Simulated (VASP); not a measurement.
# SnSe (zincblende type) (F-43m) in VASP: further runs

SnSe (zincblende type) is run at these levels: LDA; tasks: single point.

All numbers are computed with VASP 6.6.1; they aren't measurements. Logs are shortened: lines on timing, memory, paths and dates and some standing lists are left out, and cuts for length are marked.

## (1) The cell of the first run

Symmetry: F-43m, No. 216, cubic system. The conventional cell has a = 6.304 Å, b = 6.304 Å, c = 6.304 Å, α = 90.00°, β = 90.00°, γ = 90.00°. Sn (site symmetry -43m) has 4 Se at 2.73 Å within 3.6 Å. Within 3.6 Å of Se (site symmetry -43m) lie 4 Sn at 2.73 Å.

## (2) Single point, LDA (volume scaled by 0.88)

File INCAR:

```
SYSTEM = SnSe
  PREC = Accurate
  ENCUT = 520
  EDIFF = 1E-6
  ISMEAR = -1
  SIGMA = 0.08
  LREAL = .False.
  LASPH = .True.
  NELM = 100
  ALGO = Normal
  ISIF = 2
  LWAVE = .False.
  LCHARG = .True.
  GGA = CA
  LELF = .True.
  LVHAR = .True.
  NBANDS = 17
```

File KPOINTS:

```
Automatic mesh
0
Gamma
  11 11 11
  0 0 0
```

File POSCAR:

```
SnSe
1.0
    0.0000000000      3.1522385283      3.1522385283
    3.1522385283      0.0000000000      3.1522385283
    3.1522385283      3.1522385283      0.0000000000
Sn Se
1 1
Direct
    0.0000000000      0.0000000000      0.0000000000
    0.2500000000      0.2500000000      0.2500000000
```

Potentials or basis: VASP PAW LDA potentials, release 64 (Sn_d, Se).

The run is started by

```console
$ cat potpaw_LDA.64/Sn_d/POTCAR potpaw_LDA.64/Se/POTCAR > POTCAR
$ mpirun -np 1 vasp_std > vasp.out
```

OUTCAR:

```text
SYSTEM = SnSe
   PREC = Accurate
   ENCUT = 520
   EDIFF = 1E-6
   ISMEAR = -1
   LREAL = .False.
   LASPH = .True.
   NELM = 100
   ISIF = 2
   GGA = CA

 ion  position               nearest neighbor table
   1  0.000  0.000  0.000-   2 2.73   2 2.73   2 2.73   2 2.73
   2  0.250  0.250  0.250-   1 2.73   1 2.73   1 2.73   1 2.73

  LATTYP: Found a face centered cubic cell.
 ALAT       =     6.3044770566

  Lattice vectors:

 A1 = (   0.0000000000,   3.1522385283,   3.1522385283)
 A2 = (   3.1522385283,   0.0000000000,   3.1522385283)
 A3 = (   3.1522385283,   3.1522385283,   0.0000000000)

Analysis of symmetry for initial positions (statically):
=====================================================================
 Subroutine PRICEL returns:
 Original cell was already a primitive cell.

 Routine SETGRP: Setting up the symmetry group for a
 face centered cubic supercell.

 Subroutine GETGRP returns: Found 24 space group operations
 (whereof 24 operations were pure point group operations)
 out of a pool of 48 trial point group operations.

The static configuration has the point symmetry T_d .

Analysis of symmetry for dynamics (positions and initial velocities):
=====================================================================
 Subroutine PRICEL returns:
 Original cell was already a primitive cell.

 Routine SETGRP: Setting up the symmetry group for a
 face centered cubic supercell.

 Subroutine GETGRP returns: Found 24 space group operations
 (whereof 24 operations were pure point group operations)
 out of a pool of 48 trial point group operations.

The dynamic configuration has the point symmetry T_d .

 Subroutine INISYM returns: Found 24 space group operations
 (whereof 24 operations are pure point group operations),
 and found     1 'primitive' translations

----------------------------------------------------------------------------------------

                                     Primitive cell

  volume of cell :      62.6451

  direct lattice vectors                    reciprocal lattice vectors
     0.000000000  3.152238528  3.152238528    -0.158617438  0.158617438  0.158617438
     3.152238528  0.000000000  3.152238528     0.158617438 -0.158617438  0.158617438
     3.152238528  3.152238528  0.000000000     0.158617438  0.158617438 -0.158617438

  length of vectors
     4.457938479  4.457938479  4.457938479     0.274733462  0.274733462  0.274733462

  position of ions in fractional coordinates (direct lattice)
     0.000000000  0.000000000  0.000000000
     0.250000000  0.250000000  0.250000000

  ion indices of the primitive-cell ions
   primitive index   ion index
                 1           1
                 2           2

----------------------------------------------------------------------------------------

 KPOINTS: Automatic mesh

Automatic generation of k-mesh.
 Grid dimensions read from file:
 generate k-points for:   11   11   11

 Generating k-lattice:

  Cartesian coordinates                     Fractional coordinates (reciprocal lattice)
    -0.014419767  0.014419767  0.014419767     0.090909091  0.000000000  0.000000000
     0.014419767 -0.014419767  0.014419767     0.000000000  0.090909091  0.000000000
     0.014419767  0.014419767 -0.014419767     0.000000000  0.000000000  0.090909091

  Length of vectors
     0.024975769  0.024975769  0.024975769

  Shift w.r.t. Gamma in fractional coordinates (k-lattice)
     0.000000000  0.000000000  0.000000000

 Subroutine IBZKPT returns following result:
 ===========================================

 Found     56 irreducible k-points:

 Following reciprocal coordinates:
            Coordinates               Weight
  0.000000  0.000000  0.000000      1.000000
  0.090909  0.000000  0.000000      8.000000
  0.181818  0.000000  0.000000      8.000000
  0.272727  0.000000  0.000000      8.000000
  0.363636  0.000000  0.000000      8.000000
  0.454545  0.000000  0.000000      8.000000
[... 16 lines left out ...]
 -0.272727  0.181818  0.000000     24.000000
 -0.181818  0.181818  0.000000     12.000000
 [... further k-points ...]
   k-points           NKPTS =     56   k-points in BZ     NKDIM =     56   number of bands    NBANDS=     17
   number of dos      NEDOS =    301   number of ions     NIONS =      2
   total plane-waves  NPLWV =  46656
   dimension x,y,z NGX =    36 NGY =   36 NGZ =   36
   dimension x,y,z NGXF=    72 NGYF=   72 NGZF=   72
   ions per type =               1   1
   NGX,Y,Z   is equivalent  to a cutoff of  13.43, 13.43, 13.43 a.u.
   NGXF,Y,Z  is equivalent  to a cutoff of  26.85, 26.85, 26.85 a.u.
 SYSTEM =  SnSe
   PREC   = accura    normal or accurate (medium, high low for compatibility)
   ISTART =      0    job   : 0-new  1-cont  2-samecut
   ICHARG =      2    charge: 1-file 2-atom 10-const
   ISPIN  =      1    spin polarized calculation?
   LNONCOLLINEAR =      F non collinear calculations
   LSORBIT =      F    spin-orbit coupling
   LASPH  =      T    aspherical Exc in radial PAW
   ENCUT  =  520.0 eV  38.22 Ry    6.18 a.u.   8.29  8.29  8.29*2*pi/ulx,y,z
   NELM   =    100;   NELMIN=  2; NELMDL= -5     # of ELM steps
   EDIFF  = 0.1E-05   stopping-criterion for ELM
   LREAL  =      F    real-space projection
   EDIFFG = 0.1E-04   stopping-criterion for IOM
   NSW    =      0    number of steps for IOM
   IBRION =     -1    ionic relax: 0-MD 1-quasi-New 2-CG
   NFREE  =      0    steps in history (QN), initial steepest desc. (CG)
   ISIF   =      2    stress and relaxation
   ISYM   =      2    0-nonsym 1-usesym 2-fastsym
   POTIM  = 0.5000    time-step for ionic-motion
   TEBEG  =    0.0;   TEEND  =   0.0 temperature during run
   PSTRESS=    0.0 pullay stress
   NELECT =      20.0000    total number of electrons
   NUPDOWN=      -1.0000    fix difference up-down
   EMIN   =  10.00;   EMAX   =-10.00  energy-range for DOS
   EFERMI =   0.00;   METHOD = LEGACY
   ISMEAR =    -1;   SIGMA  =   0.08  broadening in eV -4-tet -1-fermi 0-gaus
   EFERMI_NEDOS =   21; number of points for ismear=-14 and -15
   IALGO  =     38    algorithm
   IMIX   =      4    mixing-type and parameters
     AMIX     =   0.40;   BMIX     =  1.00
     AMIX_MAG =   1.60;   BMIX_MAG =  1.00
  volume/ion in A,a.u.               =      31.32       211.38
  Fermi-wavevector in a.u.,A,eV,Ry     =   1.118894  2.114404 17.033469  1.251925
  Thomas-Fermi vector in A             =   2.255529
   LORBIT       =      0    0 simple, 1 ext, 2 COOP (PROOUT), +10 PAW based schemes
   GGA     = CA    functional components
   LHFCALC =     F    Hartree Fock is set to
   AEXX    =    0.0000 exact exchange contribution
   IVDW    =     0    specifies the selected vdW correction
   LEPSILON=     F    determine dielectric tensor
   LRPA    =     F    only Hartree local field effects (RPA)
 non-spin polarized calculation
  energy-cutoff  :      520.00
  volume of cell :       62.65
 maximum number of plane-waves:      1709
 NGX is ok and might be reduce to    36
   NGX = 17   NGY = 17   NGZ = 17

 number of electron      19.9999998 magnetization

 Free energy of the ion-electron system (eV)
  ---------------------------------------------------
  ext. energy  EPLUGINS =         0.00000000
  ---------------------------------------------------
  free energy    TOTEN  =        -8.64418458 eV

  energy without entropy =       -8.62731285  energy(sigma->0) =       -8.63574872

 E-fermi :   4.5287     XC(G=0):  -9.0524

 val. band max:        4.5214617122   @ k =  -0.3636   0.3636   0.1818
 cond. band min:       4.5457780987   @ k =   0.2727   0.2727   0.0000
 fundamental gap:      0.0243163866
 Fermi energy:         4.5287485642

 k-point     1 :       0.0000    0.0000    0.0000
  band No.  band energies     occupation
      1     -17.1785      2.00000
      2     -17.1785      2.00000
      3     -17.1785      2.00000
      4     -17.1400      2.00000
      5     -17.1400      2.00000
      6      -9.9331      2.00000
[... 9 lines left out ...]
     16      12.1032      0.00000
     17      13.2082      0.00000

 k-point     2 :       0.0909    0.0000    0.0000
  band No.  band energies     occupation
      1     -17.1795      2.00000
      2     -17.1778      2.00000
      3     -17.1778      2.00000
      4     -17.1400      2.00000
      5     -17.1400      2.00000
      6      -9.8844      2.00000
[... 9 lines left out ...]
     16      11.6601      0.00000
     17      12.8567      0.00000

 k-point     3 :       0.1818    0.0000    0.0000
  band No.  band energies     occupation
      1     -17.1820      2.00000
      2     -17.1761      2.00000
      3     -17.1761      2.00000
      4     -17.1399      2.00000
      5     -17.1399      2.00000
      6      -9.7469      2.00000
[... 9 lines left out ...]
     16      11.2396      0.00000
     17      12.5611      0.00000

 k-point     4 :       0.2727    0.0000    0.0000
  band No.  band energies     occupation
      1     -17.1854      2.00000
      2     -17.1740      2.00000
      3     -17.1740      2.00000
      4     -17.1395      2.00000
      5     -17.1395      2.00000
      6      -9.5491      2.00000
[... 9 lines left out ...]
     16      11.2446      0.00000
     17      13.2364      0.00000
[... 343 lines left out ...]
      1     -17.1918      2.00000
      2     -17.1700      2.00000
      3     -17.1692      2.00000
      4     -17.1394      2.00000
      5     -17.1391      2.00000
      6      -9.1388      2.00000
[... 9 lines left out ...]
     16      12.5497      0.00000
     17      13.7801      0.00000

 k-point    23 :      -0.2727    0.1818    0.0000
  band No.  band energies     occupation
      1     -17.1897      2.00000
      2     -17.1711      2.00000
      3     -17.1708      2.00000
      4     -17.1400      2.00000
      5     -17.1389      2.00000
      6      -9.2907      2.00000
[... 9 lines left out ...]
     16      12.5717      0.00000
     17      13.8111      0.00000

 k-point    24 :      -0.1818    0.1818    0.0000
  band No.  band energies     occupation
      1     -17.1870      2.00000
      2     -17.1734      2.00000
      3     -17.1722      2.00000
      4     -17.1405      2.00000
      5     -17.1388      2.00000
      6      -9.4813      2.00000
[... 9 lines left out ...]
     16      11.9836      0.00000
     17      14.0387      0.00000

 [... further k-points ...]
[... 5 lines left out ...]
  --------------------------------------------------------------------------------------
  -------------------------------------------------------------------------------------
  Total        2.1613328      2.1613328      2.1613328     -0.0000000      0.0000000     -0.0000000
  in kB       55.2770703     55.2770703     55.2770703     -0.0000000      0.0000000     -0.0000000
  external PRESSURE =      55.2770703 kB  Pullay stress =       0.0000000 kB

 VOLUME and BASIS-vectors are now :
 -----------------------------------------------------------------------------
  energy-cutoff  :      520.00
  volume of cell :       62.65
      direct lattice vectors                 reciprocal lattice vectors
     0.000000000  3.152238528  3.152238528    -0.158617438  0.158617438  0.158617438
     3.152238528  0.000000000  3.152238528     0.158617438 -0.158617438  0.158617438
     3.152238528  3.152238528  0.000000000     0.158617438  0.158617438 -0.158617438

 POSITION                                       TOTAL-FORCE (eV/Angst)
 -----------------------------------------------------------------------------------
      0.00000      0.00000      0.00000        -0.000000     -0.000000     -0.000000
      1.57612      1.57612      1.57612         0.000000      0.000000      0.000000
 -----------------------------------------------------------------------------------
    total drift:                               -0.000000     -0.000000     -0.000000

  FREE ENERGIE OF THE ION-ELECTRON SYSTEM (eV)
  ---------------------------------------------------
  free  energy   TOTEN  =        -8.6441845805 eV

  energy  without entropy=       -8.6273128540  energy(sigma->0) =       -8.63574872
```

It took 51 s on 1 thread of Intel Xeon 6975P-C, shared host; peak memory 0.21 GiB.

What came out:

```
Free energy            : -8.6442 eV
Pressure               : 5.5 GPa
Band gap on the k mesh : zero (band 10 reaches 4.79 eV, above the bottom of band 11 at 4.10 eV)
```

Caveat: spin-orbit coupling is left out, which moves the levels of the heavy elements.

## (3) Single point, LDA (volume scaled by 0.94)

File INCAR:

```
PREC     = Accurate       # precision mode
ENCUT    = 520            # plane-wave cutoff, eV
EDIFF    = 1E-6           # SCF threshold, eV
ISMEAR   = -1             # smearing method
SIGMA    = 0.08           # smearing width, eV
LREAL    = False          # projectors in reciprocal space
LASPH    = True           # aspherical terms in the spheres
NELM     = 100            # most SCF steps
ALGO     = Normal         # electronic algorithm
ISIF     = 2              # what is computed and relaxed
LWAVE    = False          # write WAVECAR
LCHARG   = True           # write CHGCAR
GGA      = CA             # functional
LELF     = True           # ELF
LVHAR    = True         
NBANDS   = 17             # bands
```

File KPOINTS:

```
Automatic mesh
0
Gamma
  11 11 11
```

File POSCAR:

```
SnSe
1.0
    0.0000000000      3.2223110955      3.2223110955
    3.2223110955      0.0000000000      3.2223110955
    3.2223110955      3.2223110955      0.0000000000
Sn Se
1 1
Direct
    0.0000000000      0.0000000000      0.0000000000
    0.2500000000      0.2500000000      0.2500000000
```

Potentials or basis: VASP PAW LDA potentials, release 64 (Sn_d, Se).

The run is started by

```console
$ cat potpaw_LDA.64/Sn_d/POTCAR potpaw_LDA.64/Se/POTCAR > POTCAR
$ mpirun -np 1 vasp_std > vasp.out
```

Wall time 46 s (1 thread of Intel Xeon 6975P-C, shared host); peak memory 0.21 GiB.

Results (log left out):

* Free energy: -8.7488 eV
* Pressure: 2.4 GPa
* Band gap on the k mesh: zero (band 10 reaches 4.04 eV, above the bottom of band 11 at 3.60 eV)

Levels at points of the mesh, in eV from the Fermi level:
```csv
k point,band 8,band 9,band 10,band 11,band 12,band 13
"(0.00, 0.00, 0.00)",-2.62,-2.62,-2.62,1.42,1.42,1.42
```

Caveat: spin-orbit coupling is left out, which moves the levels of the heavy elements.

## (4) Single point, LDA (volume scaled by 0.94)

File INCAR:

```
SYSTEM = SnSe
ALGO = Normal
EDIFF = 1E-6
ENCUT = 520
ISIF = 2
ISMEAR = -1
LASPH = .TRUE.
LCHARG = .FALSE.
LREAL = .FALSE.
LWAVE = .FALSE.
NBANDS = 17
NELM = 80
PREC = Accurate
SIGMA = 0.08
```

File KPOINTS:

```
k-points
0
G
  11 11 11
  0 0 0
```

POSCAR is that of step 3.

The run is started by

```console
$ cat potpaw_LDA.64/Sn_d/POTCAR potpaw_LDA.64/Se/POTCAR > POTCAR
$ mpirun -np 1 vasp_std > vasp.out
```

It took 44 s on 1 thread of Intel Xeon 6975P-C, shared host; peak memory 0.21 GiB.

Results (log left out):

- Free energy: -8.7488 eV
- Pressure: 2.4 GPa
- Band gap on the k mesh: zero (band 10 reaches 4.04 eV, above the bottom of band 11 at 3.60 eV)

Levels at points of the mesh, in eV from the Fermi level:
```tsv
k point	band 8	band 9	band 10	band 11	band 12	band 13
(0.00, 0.00, 0.00)	-2.62	-2.62	-2.62	1.42	1.42	1.42
```

Caveat: spin-orbit coupling is left out, which moves the levels of the heavy elements.

(Continued in part 2 of 2.)
